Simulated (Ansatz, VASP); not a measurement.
**LaNi2Ge2 in VASP and in Ansatz**

```
CELL_PARAMETERS angstrom
-2.05743 2.05743 4.85193
2.05743 -2.05743 4.85193
2.05743 2.05743 -4.85193
ATOMIC_POSITIONS crystal
La 0.00000 0.00000 0.00000
Ni 0.25000 0.75000 0.50000
Ni 0.75000 0.25000 0.50000
Ge 0.63538 0.63538 0.00000
Ge 0.36462 0.36462 0.00000
```

Alike in both runs: functional LDA; k mesh 12 × 12 × 12; occupations gaussian, width 0.1 eV; no spin polarisation.

Ansatz relaxed the structure, and its values are those at the end. VASP's run is a single point on that final structure, the one shown.

|  | VASP | Ansatz |
| --- | --- | --- |
| version | VASP 6.6.1 | Ansatz 0.2.0 |
| potentials or method | VASP PAW LDA potentials, release 64 (La, Ni, Ge_d), cutoff 520 eV | scalar-relativistic, plane waves, PAW |
| valence electrons in the cell | 59 | 75 |

```tsv
	VASP	Ansatz	Ansatz less VASP
gap on the k mesh at the Fermi level (eV)	none	none	-
pressure (GPa)	0.3	0.0	-0.25
rms of the force components (eV/Å)	0.011	0.001	-0.0100
```

LDA's correlation is that of Perdew and Zunger in VASP and of Perdew and Wang (1992) in Ansatz. A gap of «none» marks a metal or a gap that the smearing closes. VASP's potentials hold 59 valence electrons a cell and Ansatz's 75, so a difference there can come from the potentials and not from the codes.

Neither program's run includes spin-orbit coupling.
